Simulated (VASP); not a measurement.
# ZrB (Fm-3m) in VASP: settings compared

ZrB is run at these levels: LDA, PBEsol+U, PBEsol, PBE; tasks: vibrations by perturbation theory, single point, density of states.

Everything below comes from runs of VASP 6.6.1. Logs are shortened: lines on timing, memory, paths and dates and some standing lists are left out, and cuts for length are marked.

### Step 1. The cell of the first run

The structure is cubic, space group Fm-3m (No. 225). Conventional cell: a = 4.650 Å, b = 4.650 Å, c = 4.650 Å, α = 90.00°, β = 90.00°, γ = 90.00°. Within 3.1 Å of Zr (site symmetry m-3m) lie 6 B at 2.33 Å. Within 3.1 Å of B (site symmetry m-3m) lie 6 Zr at 2.33 Å.

### Step 2. Vibrations by perturbation theory, LDA

The input, INCAR:

```
PREC = Accurate
ENCUT = 520
EDIFF = 1E-8
ISMEAR = -1
SIGMA = 0.05
LREAL = F
LASPH = T
NELM = 80
ALGO = Normal
ISIF = 2
LWAVE = F
LCHARG = T
GGA = CA
IBRION = 8
NSW = 1
```

The input, KPOINTS:

```
regular mesh
0
Gamma
  7 7 7
```

The input, POSCAR:

```
ZrB
1.0
    0.0000000000      2.3250000000      2.3250000000
    2.3250000000      0.0000000000      2.3250000000
    2.3250000000      2.3250000000      0.0000000000
Zr B
1 1
Direct
    0.0000000000      0.0000000000      0.0000000000
    0.5000000000      0.5000000000      0.5000000000
```

Potentials or basis: VASP PAW LDA potentials, release 64 (Zr_sv, B).

Launch:

```sh
> cat potpaw_LDA.64/Zr_sv/POTCAR potpaw_LDA.64/B/POTCAR > POTCAR
> mpirun -np 1 vasp_std > vasp.out
```

OUTCAR:

```text
PREC = Accurate
   ENCUT = 520
   EDIFF = 1E-8
   ISMEAR = -1
   LREAL = F
   LASPH = T
   NELM = 80
   ISIF = 2
   GGA = CA
   IBRION = 8
   NSW = 1

 ion  position               nearest neighbor table
   1  0.000  0.000  0.000-   2 2.33   2 2.33   2 2.33   2 2.33   2 2.33   2 2.33
   2  0.500  0.500  0.500-   1 2.33   1 2.33   1 2.33   1 2.33   1 2.33   1 2.33

  LATTYP: Found a face centered cubic cell.
 ALAT       =     4.6500000000

  Lattice vectors:

 A1 = (   0.0000000000,   2.3250000000,   2.3250000000)
 A2 = (   2.3250000000,   0.0000000000,   2.3250000000)
 A3 = (   2.3250000000,   2.3250000000,   0.0000000000)

Analysis of symmetry for initial positions (statically):
=====================================================================
 Subroutine PRICEL returns:
 Original cell was already a primitive cell.

 Routine SETGRP: Setting up the symmetry group for a
 face centered cubic supercell.

 Subroutine GETGRP returns: Found 48 space group operations
 (whereof 48 operations were pure point group operations)
 out of a pool of 48 trial point group operations.

The static configuration has the point symmetry O_h .

Analysis of symmetry for dynamics (positions and initial velocities):
=====================================================================
 Subroutine PRICEL returns:
 Original cell was already a primitive cell.

 Routine SETGRP: Setting up the symmetry group for a
 face centered cubic supercell.

 Subroutine GETGRP returns: Found 48 space group operations
 (whereof 48 operations were pure point group operations)
 out of a pool of 48 trial point group operations.

The dynamic configuration has the point symmetry O_h .

 Subroutine INISYM returns: Found 48 space group operations
 (whereof 48 operations are pure point group operations),
 and found     1 'primitive' translations

----------------------------------------------------------------------------------------

                                     Primitive cell

[... 430 lines left out ...]

 VOLUME and BASIS-vectors are now :
 -----------------------------------------------------------------------------
  energy-cutoff  :      520.00
  volume of cell :       25.14
      direct lattice vectors                 reciprocal lattice vectors
     0.000000000  2.325000000  2.325000000    -0.215053763  0.215053763  0.215053763
     2.325000000  0.000000000  2.325000000     0.215053763 -0.215053763  0.215053763
     2.325000000  2.325000000  0.000000000     0.215053763  0.215053763 -0.215053763

 POSITION                                       TOTAL-FORCE (eV/Angst)
 -----------------------------------------------------------------------------------
      0.00000      0.00000      0.00000         0.000000     -0.000000      0.000000
      2.32500      2.32500      2.32500        -0.000000      0.000000     -0.000000
 -----------------------------------------------------------------------------------
    total drift:                                0.000000     -0.000000     -0.000000

  FREE ENERGIE OF THE ION-ELECTRON SYSTEM (eV)
  ---------------------------------------------------
  free  energy   TOTEN  =       -17.2867486587 eV

  energy  without entropy=      -17.2718546033  energy(sigma->0) =      -17.27930163

[... ionic steps 2 to 3 ...]

--------------------------------------- Ionic step        4  -------------------------------------------

------------------------ aborting loop because EDIFF is reached ----------------------------------------

[... ionic steps 5 to 6 ...]

--------------------------------------- Ionic step        7  -------------------------------------------

 Free energy of the ion-electron system (eV)
  ---------------------------------------------------
  ---------------------------------------------------
  free energy    TOTEN  =        -0.04266562 eV

  energy without entropy =       -0.04266562

------------------------ aborting loop because EDIFF is reached ----------------------------------------

 INTERNAL STRAIN TENSOR  FOR ION    2  DIRECTION 1   (eV/Angst):
 -----------------------------------------------------------------------------
     0.01296  0.00000  0.00000
     0.00000 -0.01058 -0.00000
     0.00000 -0.00000 -0.01058

 INTERNAL STRAIN TENSOR FOR ION    2 for displacements in x,y,z  (eV/Angst):
          X           Y           Z          XY          YZ          ZX
  --------------------------------------------------------------------------------
  x     0.00000     0.00000     0.00000     0.00000     0.00000     0.00000
  y     0.00000     0.00000     0.00000     0.00000     0.00000     0.00000
  z     0.00000     0.00000     0.00000     0.00000     0.00000     0.00000

 SECOND DERIVATIVES (NOT SYMMETRIZED)
 ------------------------------------
               1X          1Y          1Z          2X          2Y          2Z
  1X    -9.094226    0.000000    0.000000    9.094226    0.000000    0.000000
  1Y     0.000000   -9.094226    0.000000    0.000000    9.094226    0.000000
  1Z     0.000000    0.000000   -9.094226    0.000000    0.000000    9.094226
  2X     9.092750    0.000000    0.000000   -9.092750    0.000000    0.000000
  2Y     0.000000    9.092750    0.000000    0.000000   -9.092750    0.000000
  2Z     0.000000    0.000000    9.092750    0.000000    0.000000   -9.092750

 Eigenvectors and eigenvalues of the dynamical matrix
 ----------------------------------------------------

   1 f  =   15.163141 THz    95.272828 2PiTHz  505.787956 cm-1    62.709686 meV
             X         Y         Z           dx          dy          dz
      0.000000  0.000000  0.000000    -0.325529    0.000000    0.000000
      2.325000  2.325000  2.325000     0.945532    0.000000    0.000000
[... 21 lines left out ...]
   6 f/i=    0.000379 THz     0.002380 2PiTHz    0.012633 cm-1     0.001566 meV
             X         Y         Z           dx          dy          dz
      0.000000  0.000000  0.000000     0.000000    0.000000    0.945532
      2.325000  2.325000  2.325000     0.000000    0.000000    0.325529

--------------------------------------------------------------------------------------------------------

 ELASTIC MODULI CONTR FROM IONIC RELAXATION (kBar)
 Direction    XX          YY          ZZ          XY          YZ          ZX
 --------------------------------------------------------------------------------
 XX           0.0000      0.0000      0.0000      0.0000      0.0000      0.0000
 YY           0.0000      0.0000      0.0000      0.0000      0.0000      0.0000
 ZZ           0.0000      0.0000      0.0000      0.0000      0.0000      0.0000
 XY           0.0000      0.0000      0.0000      0.0000      0.0000      0.0000
 YZ           0.0000      0.0000      0.0000      0.0000      0.0000      0.0000
 ZX           0.0000      0.0000      0.0000      0.0000      0.0000      0.0000
 --------------------------------------------------------------------------------
```

Wall time 25 s (1 thread of Intel Xeon Platinum 8488C (Sapphire Rapids), shared host); peak memory 0.15 GiB.

Results:

```yaml
Highest_phonon_frequency_at_Γ_LO-TO_splitting_left_out: 506 cm⁻¹
```

Phonon frequencies in cm⁻¹ (negative: imaginary):
```
              q point        frequencies
(0.000, 0.000, 0.000)  0 0 0 506 506 506
```

Caveat: the cell wasn't relaxed at this level first, which shifts response properties.

### Step 3. Single point, PBEsol+U, non-collinear spin, zero start, spin-orbit coupling

The input, INCAR:

```
SYSTEM = ZrB
PREC = Accurate
ENCUT = 520
EDIFF = 1E-7
ISMEAR = -1
SIGMA = 0.1
LREAL = .FALSE.
LASPH = .TRUE.
NELM = 150
ALGO = Normal
ISIF = 2
LWAVE = .FALSE.
LCHARG = .FALSE.
MAGMOM = 0 0 0 0 0 0
LORBIT = 11
LSORBIT = .TRUE.
GGA_COMPAT = .FALSE.
LORBMOM = .TRUE.
LMAXMIX = 4
LDAU = .TRUE.
LDAUTYPE = 2
LDAUL = 2 -1
LDAUU = 4 0
LDAUJ = 0 0
LDAUPRINT = 1
GGA = PS
NBANDS = 27
```

The input, KPOINTS:

```
Automatic mesh
0
G
  10 10 10
  0 0 0
```

POSCAR is that of step 2.

Potentials or basis: VASP PAW PBE potentials, release 64 (Zr_sv, B).

Launch:

```sh
> cat potpaw_PBE.64/Zr_sv/POTCAR potpaw_PBE.64/B/POTCAR > POTCAR
> mpirun -np 1 vasp_ncl > vasp.out
```

OUTCAR:

```text
SYSTEM = ZrB
   PREC = Accurate
   ENCUT = 520
   EDIFF = 1E-7
   ISMEAR = -1
   LREAL = .FALSE.
   LASPH = .TRUE.
   NELM = 150
   ISIF = 2
   LORBIT = 11
   LSORBIT = .TRUE.
   GGA = PS

 ion  position               nearest neighbor table
   1  0.000  0.000  0.000-   2 2.33   2 2.33   2 2.33   2 2.33   2 2.33   2 2.33
   2  0.500  0.500  0.500-   1 2.33   1 2.33   1 2.33   1 2.33   1 2.33   1 2.33

  LATTYP: Found a face centered cubic cell.
 ALAT       =     4.6500000000

  Lattice vectors:

 A1 = (   0.0000000000,   2.3250000000,   2.3250000000)
 A2 = (   2.3250000000,   0.0000000000,   2.3250000000)
 A3 = (   2.3250000000,   2.3250000000,   0.0000000000)

Analysis of symmetry for initial positions (statically):
=====================================================================
 Subroutine PRICEL returns:
 Original cell was already a primitive cell.

 Routine SETGRP: Setting up the symmetry group for a
 face centered cubic supercell.

 Subroutine GETGRP returns: Found 48 space group operations
 (whereof 48 operations were pure point group operations)
 out of a pool of 48 trial point group operations.

The static configuration has the point symmetry O_h .

Analysis of symmetry for dynamics (positions and initial velocities):
=====================================================================
 Subroutine PRICEL returns:
 Original cell was already a primitive cell.

 Routine SETGRP: Setting up the symmetry group for a
 face centered cubic supercell.

 Subroutine GETGRP returns: Found 48 space group operations
 (whereof 48 operations were pure point group operations)
 out of a pool of 48 trial point group operations.

The dynamic configuration has the point symmetry O_h .

Analysis of structural, dynamic, and magnetic symmetry:
=====================================================================
 Subroutine PRICEL returns:
 Original cell was already a primitive cell.

 Routine SETGRP: Setting up the symmetry group for a
 face centered cubic supercell.

 Subroutine GETGRP returns: Found 48 space group operations
 (whereof 48 operations were pure point group operations)
 out of a pool of 48 trial point group operations.

The overall configuration has the point symmetry O_h .

 Subroutine INISYM returns: Found 48 space group operations
 (whereof 48 operations are pure point group operations),
 and found     1 'primitive' translations

----------------------------------------------------------------------------------------

                                     Primitive cell

  volume of cell :      25.1362

  direct lattice vectors                    reciprocal lattice vectors
     0.000000000  2.325000000  2.325000000    -0.215053763  0.215053763  0.215053763
     2.325000000  0.000000000  2.325000000     0.215053763 -0.215053763  0.215053763
     2.325000000  2.325000000  0.000000000     0.215053763  0.215053763 -0.215053763

  length of vectors
     3.288046533  3.288046533  3.288046533     0.372484045  0.372484045  0.372484045
[... 197 lines left out ...]
      5     -15.2898      1.00000
      6     -15.2898      1.00000
[... 709 lines left out ...]
     26      21.0575      0.00000
     27      23.1349      0.00000

 [... further k-points ...]
[... 5 lines left out ...]
  --------------------------------------------------------------------------------------
  -------------------------------------------------------------------------------------
  Total        6.7100261      6.7100261      6.7100261      0.0000000     -0.0000000      0.0000000
  in kB      427.6967245    427.6967245    427.6967245      0.0000000     -0.0000000      0.0000000
  external PRESSURE =     427.6967245 kB  Pullay stress =       0.0000000 kB

 VOLUME and BASIS-vectors are now :
 -----------------------------------------------------------------------------
  energy-cutoff  :      520.00
  volume of cell :       25.14
      direct lattice vectors                 reciprocal lattice vectors
     0.000000000  2.325000000  2.325000000    -0.215053763  0.215053763  0.215053763
     2.325000000  0.000000000  2.325000000     0.215053763 -0.215053763  0.215053763
     2.325000000  2.325000000  0.000000000     0.215053763  0.215053763 -0.215053763

 POSITION                                       TOTAL-FORCE (eV/Angst)
 -----------------------------------------------------------------------------------
      0.00000      0.00000      0.00000         0.000000      0.000000     -0.000000
      2.32500      2.32500      2.32500        -0.000000     -0.000000      0.000000
 -----------------------------------------------------------------------------------
    total drift:                                0.000000     -0.000000     -0.000000

  FREE ENERGIE OF THE ION-ELECTRON SYSTEM (eV)
  ---------------------------------------------------
  free  energy   TOTEN  =       -13.8067452509 eV

  energy  without entropy=      -13.7691207057  energy(sigma->0) =      -13.78793298

 orbital moment (x)

 # of ion     p       d       tot
 ----------------------------------------
  1         0.000   0.000   0.000
  2         0.000   0.000   0.000
 ----------------------------------------
            0.000   0.000   0.000

 orbital moment (y)

 # of ion     p       d       tot
 ----------------------------------------
  1         0.000   0.000   0.000
  2         0.000   0.000   0.000
 ----------------------------------------
            0.000   0.000   0.000

 orbital moment (z)

 # of ion     p       d       tot
 ----------------------------------------
  1         0.000   0.000   0.000
  2         0.000   0.000   0.000
 ----------------------------------------
            0.000   0.000   0.000

 Spin-Orbit-Coupling matrix elements

 Ion:    1  E_soc:     -0.1434829
 l=   1
     0.0000000    -0.0233083    -0.0233083
    -0.0233083     0.0000000    -0.0233083
    -0.0233083    -0.0233083     0.0000000
 l=   2
     0.0000000    -0.0001292     0.0000000    -0.0001292    -0.0004764
    -0.0001292     0.0000000    -0.0003573    -0.0001292    -0.0001191
     0.0000000    -0.0003573     0.0000000    -0.0003573     0.0000000
    -0.0001292    -0.0001292    -0.0003573     0.0000000    -0.0001191
    -0.0004764    -0.0001191     0.0000000    -0.0001191     0.0000000
 l=   3
     0.0000000     0.0000000     0.0000000     0.0000000     0.0000000     0.0000000     0.0000000
     0.0000000     0.0000000     0.0000000     0.0000000     0.0000000     0.0000000     0.0000000
     0.0000000     0.0000000     0.0000000     0.0000000     0.0000000     0.0000000     0.0000000
     0.0000000     0.0000000     0.0000000     0.0000000     0.0000000     0.0000000     0.0000000
     0.0000000     0.0000000     0.0000000     0.0000000     0.0000000     0.0000000     0.0000000
     0.0000000     0.0000000     0.0000000     0.0000000     0.0000000     0.0000000     0.0000000
     0.0000000     0.0000000     0.0000000     0.0000000     0.0000000     0.0000000     0.0000000

 Ion:    2  E_soc:      0.0000090
 l=   1
     0.0000000     0.0000015     0.0000015
     0.0000015     0.0000000     0.0000015
     0.0000015     0.0000015     0.0000000
 l=   2
     0.0000000     0.0000000     0.0000000     0.0000000     0.0000000
     0.0000000     0.0000000     0.0000000     0.0000000     0.0000000
     0.0000000     0.0000000     0.0000000     0.0000000     0.0000000
     0.0000000     0.0000000     0.0000000     0.0000000     0.0000000
     0.0000000     0.0000000     0.0000000     0.0000000     0.0000000
 l=   3
     0.0000000     0.0000000     0.0000000     0.0000000     0.0000000     0.0000000     0.0000000
     0.0000000     0.0000000     0.0000000     0.0000000     0.0000000     0.0000000     0.0000000
     0.0000000     0.0000000     0.0000000     0.0000000     0.0000000     0.0000000     0.0000000
     0.0000000     0.0000000     0.0000000     0.0000000     0.0000000     0.0000000     0.0000000
     0.0000000     0.0000000     0.0000000     0.0000000     0.0000000     0.0000000     0.0000000
     0.0000000     0.0000000     0.0000000     0.0000000     0.0000000     0.0000000     0.0000000
     0.0000000     0.0000000     0.0000000     0.0000000     0.0000000     0.0000000     0.0000000

 total charge

# of ion       s       p       d       tot
------------------------------------------
    1        2.226   6.066   1.676   9.967
    2        0.804   1.149   0.000   1.952
--------------------------------------------------
tot          3.029   7.214   1.676  11.919

 magnetization (x)

# of ion       s       p       d       tot
------------------------------------------
    1        0.000  -0.000   0.000  -0.000
    2        0.000  -0.000   0.000  -0.000
--------------------------------------------------
tot          0.000  -0.000   0.000  -0.000

 magnetization (y)

# of ion       s       p       d       tot
------------------------------------------
    1        0.000   0.000  -0.000  -0.000
    2        0.000   0.000   0.000   0.000
--------------------------------------------------
tot          0.000   0.000  -0.000   0.000

 magnetization (z)

# of ion       s       p       d       tot
------------------------------------------
    1        0.000   0.000  -0.000  -0.000
    2        0.000   0.000   0.000   0.000
--------------------------------------------------
tot          0.000   0.000  -0.000   0.000
```

OSZICAR:

```text
N       E                     dE             d eps       ncg     rms          rms(c)
DAV:   1     0.122259524227E+03    0.12226E+03   -0.78160E+03  2538   0.112E+03
DAV:   2    -0.784436220842E+01   -0.13010E+03   -0.12410E+03  2916   0.327E+02
DAV:   3    -0.157936162765E+02   -0.79493E+01   -0.78148E+01  4460   0.631E+01
DAV:   4    -0.159585634435E+02   -0.16495E+00   -0.16428E+00  3080   0.817E+00
DAV:   5    -0.159615766047E+02   -0.30132E-02   -0.30127E-02  3711   0.860E-01    0.216E+01
DAV:   6    -0.138210232374E+02    0.21406E+01   -0.35833E+00  2899   0.161E+01    0.783E+00
DAV:   7    -0.137955069560E+02    0.25516E-01   -0.64176E-01  3691   0.510E+00    0.287E+00
DAV:   8    -0.138056482508E+02   -0.10141E-01   -0.45114E-02  3076   0.189E+00    0.734E-01
DAV:   9    -0.138065150474E+02   -0.86680E-03   -0.36934E-03  3444   0.508E-01    0.273E-01
DAV:  10    -0.138066485821E+02   -0.13353E-03   -0.20229E-04  3098   0.123E-01    0.100E-01
DAV:  11    -0.138067455065E+02   -0.96924E-04   -0.19281E-04  2898   0.160E-01    0.335E-02
DAV:  12    -0.138067474523E+02   -0.19457E-05   -0.16461E-05  3193   0.353E-02    0.202E-02
DAV:  13    -0.138067452661E+02    0.21861E-05   -0.40810E-06  2850   0.171E-02    0.172E-03
DAV:  14    -0.138067452509E+02    0.15181E-07   -0.95443E-08  2488   0.253E-03
   1 F= -.13806745E+02 E0= -.13787933E+02  d E =-.376245E-01  mag=    -0.0000    -0.0000     0.0000
```

Wall time 66 s (1 thread of Intel Xeon 6975P-C (Granite Rapids), shared host); peak memory 0.21 GiB.

What came out:

| Quantity | Value |
| --- | --- |
| Free energy | -13.8067 eV |
| Pressure | 42.8 GPa |
| Net moment | 0.00 μB per cell |
| Valence electrons inside the program's atomic spheres | Zr 9.97; B 1.95 |

Moments on the atoms (μB; x, y, z):
```
Zr  0.00 0.00 0.00
B   0.00 0.00 0.00
```

Caveat: the PAW data sets were made with another functional, which shifts forces and pressure a little; the U is typed as a test and isn't derived for this compound.

[end of part 1 of 2]
